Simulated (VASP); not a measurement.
Here is a VASP 6.6.1 calculation.

Contents of INCAR:

```
PREC = Accurate
ENCUT = 520
EDIFF = 1E-6
ISMEAR = 0
SIGMA = 0.05
LREAL = False
LASPH = True
NELM = 80
ALGO = Normal
ISIF = 2
LWAVE = False
LCHARG = False
GGA = PE
NBANDS = 11
```

The input KPOINTS:

```
regular mesh
0
Gamma
  4 4 4
```

The input POSCAR:

```
SiC
1.0
    0.0000000000      1.9919499511      2.5895349364
    1.9919499511      0.0000000000      2.5895349364
    1.9919499511      1.9919499511      0.0000000000
Si C
1 1
Direct
    0.0000000000      0.0000000000      0.0000000000
    0.7500000000      0.7500000000      0.7500000000
```

Potentials or basis: VASP PAW PBE potentials, release 64 (Si, C).

The run is started by

```bash
$ cat potpaw_PBE.64/Si/POTCAR potpaw_PBE.64/C/POTCAR > POTCAR
$ mpirun -np 1 vasp_std > vasp.out
```

Problem. Estimate the band gap on the k mesh.

Solution. Zero (band 4 reaches 9.33 eV, above the bottom of band 5 at 9.18 eV).

Problem. Estimate the pressure.

Solution. 1.4 GPa.

Stress tensor (GPa, compression positive):
```
 35.22   0.00   0.00
  0.00  35.22   0.00
  0.00   0.00 -66.16
```

Caveat: the k points lie up to 0.63 Å⁻¹ apart.
